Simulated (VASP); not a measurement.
Here is a VASP 6.6.1 calculation.

POSCAR

```
YBRh3
1.0
    4.1764093000      0.0000000000      0.0000000000
    0.0000000000      4.1764093000      0.0000000000
    0.0000000000      0.0000000000      4.1764093000
Y B Rh
1 1 3
Direct
    0.0000000000      0.0000000000      0.0000000000
    0.5000000000      0.5000000000      0.5000000000
    0.0000000000      0.5000000000      0.5000000000
    0.5000000000      0.0000000000      0.5000000000
    0.5000000000      0.5000000000      0.0000000000
```

Contents of INCAR.step1:

```
SYSTEM = YBRh3
PREC = Accurate
ENCUT = 520
ISMEAR = -1
SIGMA = 0.1
LREAL = .FALSE.
LASPH = .TRUE.
NELM = 100
NBANDS = 38
GGA = PE
ALGO = Normal
EDIFF = 1E-4
LWAVE = .TRUE.
LCHARG = .FALSE.
```

The input INCAR.step2:

```
SYSTEM = YBRh3
PREC = Accurate
ENCUT = 520
EDIFF = 1E-6
ISMEAR = -1
SIGMA = 0.1
LREAL = .FALSE.
LASPH = .TRUE.
NELM = 100
ALGO = Normal
ISIF = 2
LWAVE = .FALSE.
LCHARG = .FALSE.
METAGGA = R2SCAN
LMIXTAU = .TRUE.
NBANDS = 38
ISTART = 1
```

Contents of KPOINTS:

```
regular mesh
0
G
  8 8 8
  0 0 0
```

Potentials or basis: VASP PAW PBE potentials, release 64 (Y_sv, B, Rh_pv).

Command:

```console
$ cat potpaw_PBE.64/Y_sv/POTCAR potpaw_PBE.64/B/POTCAR potpaw_PBE.64/Rh_pv/POTCAR > POTCAR
$ cp INCAR.step1 INCAR
$ mpirun -np 1 vasp_std > vasp.out
$ cp INCAR.step2 INCAR
$ mpirun -np 1 vasp_std > vasp.out
```

**Question.** Estimate the pressure.

**Answer.** 0.4 GPa.

Caveat: the PAW data sets were made with another functional, which shifts forces and pressure a little.
